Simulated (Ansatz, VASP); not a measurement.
**One calculation of W2AuN3, two programs**

```xyz
6
Lattice="2.7090 -4.6983 0.0044 2.7090 4.6983 0.0044 -0.0600 0.0000 2.7820" Properties=species:S:1:pos:R:3 pbc="T T T"
W     2.7090   -1.5649    0.0044
W     2.7090    1.5649    0.0044
Au    0.0000    0.0000    0.0000
N     1.3245    2.3491    1.3932
N     1.3245   -2.3491    1.3932
N     2.6790    0.0000    1.3954
```

Change from the starting cell: species swapped into the ErB2Ir3 type (C2/m, No. 12).

Alike in both runs: functional PBE; k mesh 3 × 3 × 4; occupations gaussian, width 0.15 eV; no spin polarisation.

Ansatz relaxed the structure, and its values are those at the end. VASP's run is a single point on that final structure, the one shown.

```csv
,VASP,Ansatz
version,VASP 6.6.1,Ansatz 0.2.0
potentials or method,"VASP PAW PBE potentials, release 64 (W_sv, Au, N), cutoff 600 eV","scalar-relativistic, plane waves, PAW"
valence electrons in the cell,54,62
```

|  | VASP | Ansatz | Ansatz less VASP |
| --- | --- | --- | --- |
| gap on the k mesh at the Fermi level (eV) | none | none | - |
| pressure (GPa) | 0.5 | -0.4 | -0.91 |
| rms of the force components (eV/Å) | 0.006 | 0.006 | -0.0001 |

A gap of «none» marks a metal or a gap that the smearing closes. The functional is the same, so the differences come from potentials, cutoffs and numerics. VASP's potentials hold 54 valence electrons a cell and Ansatz's 62, so a difference there can come from the potentials and not from the codes.

The k mesh is coarse, so the values compare programs but aren't converged. Spin-orbit coupling is off throughout.
